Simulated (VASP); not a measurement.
A run of VASP 6.6.1 is set up as follows.

Contents of POSCAR:

```
In
1.0
   -1.9194468732      1.9194468732      1.9194468732
    1.9194468732     -1.9194468732      1.9194468732
    1.9194468732      1.9194468732     -1.9194468732
In
1
Direct
    0.0000000000      0.0000000000      0.0000000000
```

Contents of INCAR.step1:

```
SYSTEM = In
PREC = Accurate ; ENCUT = 520
EDIFF = 1E-5 ; ISMEAR = -1
SIGMA = 0.05 ; LREAL = .FALSE.
LASPH = .TRUE. ; NELM = 100
ALGO = Normal ; ISIF = 2
LWAVE = .TRUE. ; LCHARG = .FALSE.
GGA = PE ; NBANDS = 12
```

The input INCAR.step2:

```
SYSTEM = In
PREC = Accurate ; ENCUT = 520
EDIFF = 1E-6 ; ISMEAR = -1
SIGMA = 0.05 ; LREAL = .FALSE.
LASPH = .TRUE. ; NELM = 100
ALGO = Normal ; ISIF = 2
LWAVE = .FALSE. ; LCHARG = .FALSE.
GGA = PE ; LHFCALC = .TRUE.
AEXX = 0.25 ; HFSCREEN = 0.3
PRECFOCK = Normal ; ISTART = 1
NBANDS = 12
```

KPOINTS

```
regular mesh
0
G
  5 5 5
  0 0 0
```

Potentials or basis: VASP PAW PBE potentials, release 64 (In_d).

Launch:

```bash
$ cat potpaw_PBE.64/In_d/POTCAR > POTCAR
$ cp INCAR.step1 INCAR
$ mpirun -np 1 vasp_std > vasp.out
$ cp INCAR.step2 INCAR
$ mpirun -np 1 vasp_std > vasp.out
```

Question: Estimate the pressure.

Answer: -2.3 GPa.

Caveat: the k points lie up to 0.46 Å⁻¹ apart; the PAW data sets were made with another functional, which shifts forces and pressure a little.
